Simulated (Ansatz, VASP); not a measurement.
## Rb2NaSbCl6: VASP beside Ansatz

Contents of INCAR:

```
ALGO = Normal
EDIFF = 1E-7
ENCUT = 520
ISIF = 2
ISMEAR = 0
LASPH = True
LCHARG = True
LELF = True
LREAL = False
LVHAR = True
LWAVE = False
NBANDS = 47
NELM = 100
PREC = Accurate
SIGMA = 0.01
```

The input KPOINTS:

```
k-points
0
Gamma
  2 2 2
```

Contents of POSCAR:

```
Rb2NaSbCl6
1.0
    0.0000000000      5.4240140000      5.4240140000
    5.4240140000      0.0000000000      5.4240140000
    5.4240140000      5.4240140000      0.0000000000
Rb Na Sb Cl
2 1 1 6
Direct
    0.7500000000      0.7500000000      0.7500000000
    0.2500000000      0.2500000000      0.2500000000
    0.5000000000      0.5000000000      0.5000000000
    0.0000000000      0.0000000000      0.0000000000
    0.7549370000      0.2450630000      0.2450630000
    0.2450630000      0.2450630000      0.7549370000
    0.2450630000      0.7549370000      0.7549370000
    0.2450630000      0.7549370000      0.2450630000
    0.7549370000      0.2450630000      0.7549370000
    0.7549370000      0.7549370000      0.2450630000
```

Input for Ansatz:

```yaml
crystal:
  lattice:
    - [0.0, 5.424014, 5.424014]
    - [5.424014, 0.0, 5.424014]
    - [5.424014, 5.424014, 0.0]
  atoms:
    - { symbol: Rb, position: [0.75, 0.75, 0.75] }
    - { symbol: Rb, position: [0.25, 0.25, 0.25] }
    - { symbol: Na, position: [0.5, 0.5, 0.5] }
    - { symbol: Sb, position: [0.0, 0.0, 0.0] }
    - { symbol: Cl, position: [0.754937, 0.245063, 0.245063] }
    - { symbol: Cl, position: [0.245063, 0.245063, 0.754937] }
    - { symbol: Cl, position: [0.24506299999999995, 0.7549370000000001, 0.7549370000000001] }
    - { symbol: Cl, position: [0.245063, 0.754937, 0.245063] }
    - { symbol: Cl, position: [0.7549370000000001, 0.24506299999999995, 0.7549370000000001] }
    - { symbol: Cl, position: [0.7549370000000001, 0.7549370000000001, 0.24506299999999995] }
accuracy: medium
kpoints:
  mp_grid:
    grid: [2, 2, 2]
hamiltonian:
  xc: lda
scf:
  max_iter: 100
  n_extra_bands: 6
  convergence:
    dr2_threshold: 1.0e-05
  occupations:
    method: fixed
output:
  write_potential: true
  cutoff_correction: 756.0
  eigenvalues: true
```

Alike in both runs: task single point; functional LDA; k mesh 2 × 2 × 2; no spin polarisation.

|  | VASP | Ansatz |
| --- | --- | --- |
| version | VASP 6.6.1 | Ansatz 0.2.0 |
| potentials or method | VASP PAW LDA potentials, release 64 (Rb_sv, Na_pv, Sb, Cl), cutoff 520 eV | plane waves, PAW |
| occupations | gaussian, width 0.01 eV | fixed |
| valence electrons in the cell | 72 | 84 |

Ansatz gave:

* gap on the k mesh at the Fermi level (eV): 2.93

**Question.** Estimate VASP's values.

**Answer.** gap on the k mesh at the Fermi level (eV): 2.92.

LDA's correlation is that of Perdew and Zunger in VASP and of Perdew and Wang (1992) in Ansatz. VASP's potentials hold 72 valence electrons a cell and Ansatz's 84, so a difference there can come from the potentials and not from the codes.

The k mesh is coarse, so the values compare programs but aren't converged. Spin-orbit coupling is off throughout.
